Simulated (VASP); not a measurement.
Set up this calculation in VASP 6.6.1, as the native input.

* Task: single point
* Functional: PBE
* Potentials or basis: VASP PAW PBE potentials, release 64 (Cu, O)
* Cutoff: 520 eV
* k mesh: 7 × 7 × 4
* Occupations: fermi-dirac, width 0.1 eV
* Spin: collinear spin
* Starting moments: [1.0, 1.0, 0.0, 0.0] μB
* Hubbard terms: Cu d U = 4.0 eV
* Dipole correction: no
* Further INCAR settings: ALGO = Normal; EDIFF = 1e-06; NBANDS = 29

The structure of CuO lies in POSCAR:

```
CuO
1.0
    2.3245000000     -1.7191000000      0.0000000000
    2.3245000000      1.7191000000      0.0000000000
   -0.7792200000      0.0000000000      5.1281400000
Cu O
2 2
Direct
    0.0000000000      0.5000000000      0.0000000000
    0.5000000000      0.0000000000      0.5000000000
    0.5830000000      0.4170000000      0.2500000000
    0.4170000000      0.5830000000      0.7500000000
```

These files were run (other wordings do the same):

INCAR

```
SYSTEM = CuO
PREC = Accurate ; ENCUT = 520
EDIFF = 1E-6 ; ISMEAR = -1
SIGMA = 0.1 ; LREAL = .False.
LASPH = .True. ; NELM = 150
ALGO = Normal ; ISIF = 2
LWAVE = .False. ; LCHARG = .False.
ISPIN = 2 ; MAGMOM = 1 1 0 0
LORBIT = 11 ; LMAXMIX = 4
LDAU = .True. ; LDAUTYPE = 2
LDAUL = 2 -1 ; LDAUU = 4 0
LDAUJ = 0 0 ; LDAUPRINT = 1
GGA = PE ; NBANDS = 29
```

KPOINTS

```
Automatic mesh
0
Gamma
  7 7 4
  0 0 0
```

Potentials or basis: VASP PAW PBE potentials, release 64 (Cu, O).

Command:

```bash
$ cat potpaw_PBE.64/Cu/POTCAR potpaw_PBE.64/O/POTCAR > POTCAR
$ mpirun -np 1 vasp_std > vasp.out
```

It gave:

| Item | Value |
| --- | --- |
| Pressure | 2.9 GPa |
| Largest force | 0.238 eV/Å |
| Net moment | 1.95 μB per cell |
| Site moments | Cu +0.65; O +0.29 μB |
| Valence electrons inside the program's atomic spheres | Cu 9.90; O 4.99 |

Wall time 3.6 min on 1 thread of Intel Xeon 8259CL, with other jobs on the host, peak memory 0.25 GiB.
